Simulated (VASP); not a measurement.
# B4C3 (P6_3/m) in VASP: a series of runs

B4C3 is run at these levels: PBE; tasks: single point, relaxation of cell and atoms.

Program: VASP 6.6.1. These are calculated values, not measurements. Logs are shortened: lines on timing, memory, paths and dates and some standing lists are left out, and cuts for length are marked.

**1. The cell of the first run**

Symmetry: P6_3/m, No. 176, hexagonal system. Conventional cell: a = 6.848 Å, b = 6.848 Å, c = 2.623 Å, α = 90.00°, β = 90.00°, γ = 120.00°. B (site symmetry -6) has 3 C at 1.56 Å within 2.1 Å. Within 2.1 Å of B (site symmetry m) lie 3 C at 1.56 to 1.57 Å. C (site symmetry m) has 4 B at 1.56 to 1.57 Å within 2.1 Å.

The cell was built from a structure type or drawn by symmetry, and may not be a known phase.

**2. Single point, PBE**

Input file INCAR:

```
  PREC = Accurate
  ENCUT = 520
  EDIFF = 1E-7
  ISMEAR = 0
  SIGMA = 0.1
  LREAL = False
  LASPH = True
  NELM = 80
  ALGO = Normal
  ISIF = 2
  LWAVE = False
  LCHARG = False
  GGA = PE
  NBANDS = 37
```

Input file KPOINTS:

```
regular mesh
0
Gamma
  3 3 6
```

Input file POSCAR:

```
B4C3
1.0
    6.8476277700      0.0000000000      0.0000000000
   -3.4238138900      5.9302196000      0.0000000000
    0.0000000000      0.0000000000      2.6226537900
B C
8 6
Direct
    0.6666666700      0.3333333300      0.7500000000
    0.3333333300      0.6666666700      0.2500000000
    0.6696315900      0.9727169700      0.7500000000
    0.6969146100      0.6696315900      0.2500000000
    0.9727169700      0.3030853900      0.2500000000
    0.0272830300      0.6969146100      0.7500000000
    0.3303684100      0.0272830300      0.2500000000
    0.3030853900      0.3303684100      0.7500000000
    0.8291482800      0.2354844800      0.7500000000
    0.5936638000      0.8291482800      0.2500000000
    0.2354844800      0.4063362000      0.2500000000
    0.7645155200      0.5936638000      0.7500000000
    0.4063362000      0.1708517200      0.7500000000
    0.1708517200      0.7645155200      0.2500000000
```

Potentials or basis: VASP PAW PBE potentials, release 64 (B, C).

The run is started by

```
> cat potpaw_PBE.64/B/POTCAR potpaw_PBE.64/C/POTCAR > POTCAR
> mpirun -np 1 vasp_std > vasp.out
```

OUTCAR:

```text
PREC = Accurate
   ENCUT = 520
   EDIFF = 1E-7
   ISMEAR = 0
   LREAL = False
   LASPH = True
   NELM = 80
   ISIF = 2
   GGA = PE

 ion  position               nearest neighbor table
   1  0.667  0.333  0.750-   9 1.56  13 1.56  12 1.56
   2  0.333  0.667  0.250-  14 1.56  10 1.56  11 1.56
   3  0.670  0.973  0.750-  10 1.56  10 1.56   9 1.57
   4  0.697  0.670  0.250-  12 1.56  12 1.56  10 1.57
   5  0.973  0.303  0.250-   9 1.56   9 1.56  11 1.57
   6  0.027  0.697  0.750-  14 1.56  14 1.56  12 1.57
   7  0.330  0.027  0.250-  13 1.56  13 1.56  14 1.57
   8  0.303  0.330  0.750-  11 1.56  11 1.56  13 1.57
   9  0.829  0.235  0.750-   1 1.56   5 1.56   5 1.56   3 1.57
  10  0.594  0.829  0.250-   2 1.56   3 1.56   3 1.56   4 1.57
  11  0.235  0.406  0.250-   2 1.56   8 1.56   8 1.56   5 1.57
  12  0.765  0.594  0.750-   1 1.56   4 1.56   4 1.56   6 1.57
  13  0.406  0.171  0.750-   1 1.56   7 1.56   7 1.56   8 1.57
  14  0.171  0.765  0.250-   2 1.56   6 1.56   6 1.56   7 1.57

  LATTYP: Found a hexagonal cell.
 ALAT       =     6.8476277700
 C/A-ratio  =     0.3830018041

  Lattice vectors:

 A1 = (   6.8476277700,   0.0000000000,   0.0000000000)
 A2 = (  -3.4238138900,   5.9302196000,   0.0000000000)
 A3 = (   0.0000000000,   0.0000000000,   2.6226537900)

Analysis of symmetry for initial positions (statically):
=====================================================================
 Subroutine PRICEL returns:
 Original cell was already a primitive cell.

 Routine SETGRP: Setting up the symmetry group for a
 hexagonal supercell.

 Subroutine GETGRP returns: Found 12 space group operations
 (whereof  6 operations were pure point group operations)
 out of a pool of 24 trial point group operations.

The static configuration has the point symmetry S_6 .
 The point group associated with its full space group is C_6h.

Analysis of symmetry for dynamics (positions and initial velocities):
=====================================================================
 Subroutine PRICEL returns:
 Original cell was already a primitive cell.

 Routine SETGRP: Setting up the symmetry group for a
 hexagonal supercell.

 Subroutine GETGRP returns: Found 12 space group operations
 (whereof  6 operations were pure point group operations)
 out of a pool of 24 trial point group operations.

The dynamic configuration has the point symmetry S_6 .
 The point group associated with its full space group is C_6h.

 Subroutine INISYM returns: Found 12 space group operations
 (whereof  6 operations are pure point group operations),
 and found     1 'primitive' translations

----------------------------------------------------------------------------------------

                                     Primitive cell

  volume of cell :     106.5006

  direct lattice vectors                    reciprocal lattice vectors
     6.847627770  0.000000000  0.000000000     0.146035975  0.084313910  0.000000000
    -3.423813890  5.930219600  0.000000000     0.000000000  0.168627819  0.000000000
     0.000000000  0.000000000  2.622653790     0.000000000  0.000000000  0.381293179

  length of vectors
     6.847627770  6.847627769  2.622653790     0.168627819  0.168627819  0.381293179

  position of ions in fractional coordinates (direct lattice)
     0.666666670  0.333333330  0.750000000
     0.333333330  0.666666670  0.250000000
     0.669631590  0.972716970  0.750000000
     0.696914610  0.669631590  0.250000000
     0.972716970  0.303085390  0.250000000
     0.027283030  0.696914610  0.750000000
     0.330368410  0.027283030  0.250000000
     0.303085390  0.330368410  0.750000000
     0.829148280  0.235484480  0.750000000
     0.593663800  0.829148280  0.250000000
     0.235484480  0.406336200  0.250000000
     0.764515520  0.593663800  0.750000000
     0.406336200  0.170851720  0.750000000
     0.170851720  0.764515520  0.250000000

  ion indices of the primitive-cell ions
   primitive index   ion index
                 1           1
                 2           2
                 3           3
                 4           4
                 5           5
                 6           6
                 7           7
                 8           8
                 9           9
                10          10
                11          11
                12          12
                13          13
                14          14

----------------------------------------------------------------------------------------

 KPOINTS: regular mesh

Automatic generation of k-mesh.
 Grid dimensions read from file:
 generate k-points for:    3    3    6

 Generating k-lattice:

  Cartesian coordinates                     Fractional coordinates (reciprocal lattice)
     0.048678658  0.028104637  0.000000000     0.333333333  0.000000000  0.000000000
     0.000000000  0.056209273  0.000000000     0.000000000  0.333333333  0.000000000
     0.000000000  0.000000000  0.063548863     0.000000000  0.000000000  0.166666667

  Length of vectors
     0.056209273  0.056209273  0.063548863

  Shift w.r.t. Gamma in fractional coordinates (k-lattice)
     0.000000000  0.000000000  0.000000000

 Subroutine IBZKPT returns following result:
 ===========================================

 Found     12 irreducible k-points:

 Following reciprocal coordinates:
            Coordinates               Weight
  0.000000  0.000000  0.000000      1.000000
  0.333333  0.000000  0.000000      6.000000
  0.333333  0.333333  0.000000      2.000000
  0.000000  0.000000  0.166667      2.000000
  0.333333  0.000000  0.166667     12.000000
  0.333333  0.333333  0.166667      4.000000
  0.000000  0.000000  0.333333      2.000000
  0.333333  0.000000  0.333333     12.000000
  0.333333  0.333333  0.333333      4.000000
  0.000000  0.000000  0.500000      1.000000
  0.333333  0.000000  0.500000      6.000000
  0.333333  0.333333  0.500000      2.000000
   k-points           NKPTS =     12   k-points in BZ     NKDIM =     12   number of bands    NBANDS=     37
   number of dos      NEDOS =    301   number of ions     NIONS =     14
   total plane-waves  NPLWV =  58320
   dimension x,y,z NGX =    54 NGY =   54 NGZ =   20
   dimension x,y,z NGXF=   108 NGYF=  108 NGZF=   40
   ions per type =               8   6
   NGX,Y,Z   is equivalent  to a cutoff of  13.11, 13.11, 12.68 a.u.
   NGXF,Y,Z  is equivalent  to a cutoff of  26.22, 26.22, 25.36 a.u.
 SYSTEM =  unknown system
   PREC   = accura    normal or accurate (medium, high low for compatibility)
   ISTART =      0    job   : 0-new  1-cont  2-samecut
   ICHARG =      2    charge: 1-file 2-atom 10-const
   ISPIN  =      1    spin polarized calculation?
   LNONCOLLINEAR =      F non collinear calculations
   LSORBIT =      F    spin-orbit coupling
   LASPH  =      T    aspherical Exc in radial PAW
   ENCUT  =  520.0 eV  38.22 Ry    6.18 a.u.  12.73 12.73  4.88*2*pi/ulx,y,z
   NELM   =     80;   NELMIN=  2; NELMDL= -5     # of ELM steps
   EDIFF  = 0.1E-06   stopping-criterion for ELM
   LREAL  =      F    real-space projection
   EDIFFG = 0.1E-05   stopping-criterion for IOM
   NSW    =      0    number of steps for IOM
   IBRION =     -1    ionic relax: 0-MD 1-quasi-New 2-CG
   NFREE  =      0    steps in history (QN), initial steepest desc. (CG)
   ISIF   =      2    stress and relaxation
   ISYM   =      2    0-nonsym 1-usesym 2-fastsym
   POTIM  = 0.5000    time-step for ionic-motion
   TEBEG  =    0.0;   TEEND  =   0.0 temperature during run
   PSTRESS=    0.0 pullay stress
   NELECT =      48.0000    total number of electrons
   NUPDOWN=      -1.0000    fix difference up-down
   EMIN   =  10.00;   EMAX   =-10.00  energy-range for DOS
   EFERMI =   0.00;   METHOD = LEGACY
   ISMEAR =     0;   SIGMA  =   0.10  broadening in eV -4-tet -1-fermi 0-gaus
   EFERMI_NEDOS =   21; number of points for ismear=-14 and -15
   IALGO  =     38    algorithm
   IMIX   =      4    mixing-type and parameters
     AMIX     =   0.40;   BMIX     =  1.00
     AMIX_MAG =   1.60;   BMIX_MAG =  1.00
  volume/ion in A,a.u.               =       7.61        51.34
  Fermi-wavevector in a.u.,A,eV,Ry     =   1.255176  2.371939 21.435526  1.575467
  Thomas-Fermi vector in A             =   2.388945
   LORBIT       =      0    0 simple, 1 ext, 2 COOP (PROOUT), +10 PAW based schemes
   GGA     = PE    functional components
   LHFCALC =     F    Hartree Fock is set to
   AEXX    =    0.0000 exact exchange contribution
   IVDW    =     0    specifies the selected vdW correction
   LEPSILON=     F    determine dielectric tensor
   LRPA    =     F    only Hartree local field effects (RPA)
 non-spin polarized calculation
 Gauss-broadening in eV      SIGMA  =   0.10
  energy-cutoff  :      520.00
  volume of cell :      106.50
 maximum number of plane-waves:      2902
 NGX is ok and might be reduce to    54
   NGX = 25   NGY = 25   NGZ =  9

 number of electron      47.9999999 magnetization

 Free energy of the ion-electron system (eV)
  ---------------------------------------------------
  ext. energy  EPLUGINS =         0.00000000
  ---------------------------------------------------
  free energy    TOTEN  =      -106.41021169 eV

  energy without entropy =     -106.40108517  energy(sigma->0) =     -106.40564843

 E-fermi :   5.9579     XC(G=0): -11.2214

 val. band max:        5.7961732772   @ k =   0.3333   0.0000   0.0000
 cond. band min:       5.9939653174   @ k =   0.3333   0.3333   0.0000
 fundamental gap:      0.1977920402
 Fermi energy:         5.9578624355

 k-point     1 :       0.0000    0.0000    0.0000
  band No.  band energies     occupation
      1     -10.9521      2.00000
      2      -8.6055      2.00000
      3      -8.6055      2.00000
      4      -8.4971      2.00000
      5      -7.9977      2.00000
      6      -7.9977      2.00000
[... 457 lines left out ...]
     35      14.0316      0.00000
     36      14.0316      0.00000
 [bands above 36 left out]

------------------------ aborting loop because EDIFF is reached ----------------------------------------

  FORCE on cell =-STRESS in cart. coord.  units (eV):
  Direction    XX          YY          ZZ          XY          YZ          ZX
  --------------------------------------------------------------------------------------
  -------------------------------------------------------------------------------------
  Total        5.3561857      5.3561857     18.5333478      0.0000471     -0.0000000      0.0000000
  in kB       80.5775996     80.5775995    278.8127133      0.0007079     -0.0000000      0.0000000
  external PRESSURE =     146.6559708 kB  Pullay stress =       0.0000000 kB

 VOLUME and BASIS-vectors are now :
 -----------------------------------------------------------------------------
  energy-cutoff  :      520.00
  volume of cell :      106.50
      direct lattice vectors                 reciprocal lattice vectors
     6.847627770  0.000000000  0.000000000     0.146035975  0.084313910  0.000000000
    -3.423813890  5.930219600  0.000000000     0.000000000  0.168627819  0.000000000
     0.000000000  0.000000000  2.622653790     0.000000000  0.000000000  0.381293179

 POSITION                                       TOTAL-FORCE (eV/Angst)
 -----------------------------------------------------------------------------------
      3.42381      1.97674      1.96699        -0.000000     -0.000000      0.000000
     -0.00000      3.95348      0.65566        -0.000000     -0.000000      0.000000
      1.25499      5.76843      1.96699         0.176500     -0.722457     -0.000000
      2.47952      3.97106      0.65566         0.713916     -0.208375      0.000000
      5.62310      1.79736      0.65566        -0.537416     -0.514081      0.000000
     -2.19928      4.13286      1.96699         0.537416      0.514081     -0.000000
      2.16883      0.16179      0.65566        -0.176500      0.722457     -0.000000
      0.94430      1.95916      1.96699        -0.713916      0.208375      0.000000
      4.87144      1.39647      1.96699         1.383601      0.428100      0.000000
      1.22634      4.91703      0.65566         0.321055      1.412284      0.000000
      0.22129      2.40966      0.65566         1.062546     -0.984183      0.000000
      3.20252      3.52056      1.96699        -1.062546      0.984183     -0.000000
      2.19747      1.01319      1.96699        -0.321055     -1.412284     -0.000000
     -1.44763      4.53374      0.65566        -1.383601     -0.428100      0.000000
 -----------------------------------------------------------------------------------
    total drift:                                0.000000      0.000000      0.000000

  FREE ENERGIE OF THE ION-ELECTRON SYSTEM (eV)
  ---------------------------------------------------
  free  energy   TOTEN  =      -106.4102116911 eV

  energy  without entropy=     -106.4010851696  energy(sigma->0) =     -106.40564843
```

Run time: 26 s. Hardware: 1 thread of Intel Xeon 6975P-C (Granite Rapids), shared host; peak memory 0.23 GiB.

Results:

- Free energy: -106.4102 eV
- Pressure: 14.7 GPa
- Largest force: 1.448 eV/Å

Forces in eV/Å, atoms in the order of the input:
```
B    0.000  0.000  0.000
B    0.000  0.000  0.000
B    0.176 -0.722  0.000
B    0.714 -0.208  0.000
B   -0.537 -0.514  0.000
B    0.537  0.514  0.000
B   -0.176  0.722  0.000
B   -0.714  0.208  0.000
C    1.384  0.428  0.000
C    0.321  1.412  0.000
C    1.063 -0.984  0.000
C   -1.063  0.984  0.000
C   -0.321 -1.412  0.000
C   -1.384 -0.428  0.000
```

Stress tensor (GPa, compression positive):
```
 8.06  0.00  0.00
 0.00  8.06  0.00
 0.00  0.00 27.88
```

Levels at points of the mesh, in eV from the Fermi level:
```tsv
k point	band 22	band 23	band 24	band 25	band 26	band 27
(0.00, 0.00, 0.00)	-1.00	-1.00	-0.82	0.65	4.33	4.33
(0.00, 0.00, 0.50)	-3.04	-3.04	-3.04	0.06	0.06	2.32
```

Caveat: the k points lie up to 0.40 Å⁻¹ apart; forces of over 1 eV/Å act on the atoms, so gaps and moduli don't describe the material at rest.

**3. Single point, PBE**

This run uses another cell than the first one, of 7.88 Å³/atom.

Input file INCAR:

```
ALGO = Normal ; EDIFF = 1E-7
ENCUT = 520 ; GGA = PE
ISIF = 2 ; ISMEAR = 0
LASPH = True ; LCHARG = False
LREAL = False ; LWAVE = False
NBANDS = 37 ; NELM = 60
PREC = Accurate ; SIGMA = 0.1
```

Input file KPOINTS:

```
k-points
0
Gamma
  3 3 6
```

Input file POSCAR:

```
B4C3
1.0
    6.8271901178      0.0000000029      0.0000000000
   -3.4135950614      5.9125200770      0.0000000000
    0.0000000000      0.0000000000      2.7333796457
B C
8 6
Direct
    0.6666666667      0.3333333333      0.7500000000
    0.3333333333      0.6666666667      0.2500000000
    0.6751239654      0.9822766285      0.7500000000
    0.6928473370      0.6751239654      0.2500000000
    0.9822766285      0.3071526630      0.2500000000
    0.0177233715      0.6928473370      0.7500000000
    0.3248760346      0.0177233715      0.2500000000
    0.3071526630      0.3248760346      0.7500000000
    0.8487562002      0.2496054662      0.7500000000
    0.5991507341      0.8487562002      0.2500000000
    0.2496054662      0.4008492659      0.2500000000
    0.7503945338      0.5991507341      0.7500000000
    0.4008492659      0.1512437998      0.7500000000
    0.1512437998      0.7503945338      0.2500000000
```

Potentials or basis: VASP PAW PBE potentials, release 64 (B, C).

The run is started by

```
> cat potpaw_PBE.64/B/POTCAR potpaw_PBE.64/C/POTCAR > POTCAR
> mpirun -np 1 vasp_std > vasp.out
```

Run time: 26 s. Hardware: 1 thread of Intel Xeon 6975P-C (Granite Rapids), shared host; peak memory 0.23 GiB.

Results (log left out):

```
Free energy            : -107.1608 eV
Pressure               : 0.2 GPa
Largest force          : 0.005 eV/Å
Band gap on the k mesh : 0.94 eV (least direct gap 2.40 eV)
```

Forces on the atoms (eV/Å):
```
B    0.000  0.000  0.000
B    0.000  0.000  0.000
B   -0.002  0.002  0.000
B   -0.002 -0.001  0.000
B    0.001  0.002  0.000
B   -0.001 -0.002  0.000
B    0.002 -0.002  0.000
B    0.002  0.001  0.000
C    0.004  0.002  0.000
C    0.000  0.005  0.000
C    0.004 -0.003  0.000
C   -0.004  0.003  0.000
C    0.000 -0.005  0.000
C   -0.004 -0.002  0.000
```

Levels at points of the mesh, in eV from the valence-band top:
```csv
k point,band 21,band 22,band 23,band 24,band 25,band 26,band 27,band 28
"(0.00, 0.00, 0.00)",-1.26,-1.06,-1.06,-0.61,2.37,5.37,5.37,5.42
"(0.00, 0.00, 0.50)",-2.18,-2.18,-2.18,-2.18,0.99,0.99,3.09,3.09
```

Caveat: an odd mesh through Γ misses points on the zone boundary, where band edges can lie.

(Part 1 of 3 ends here.)
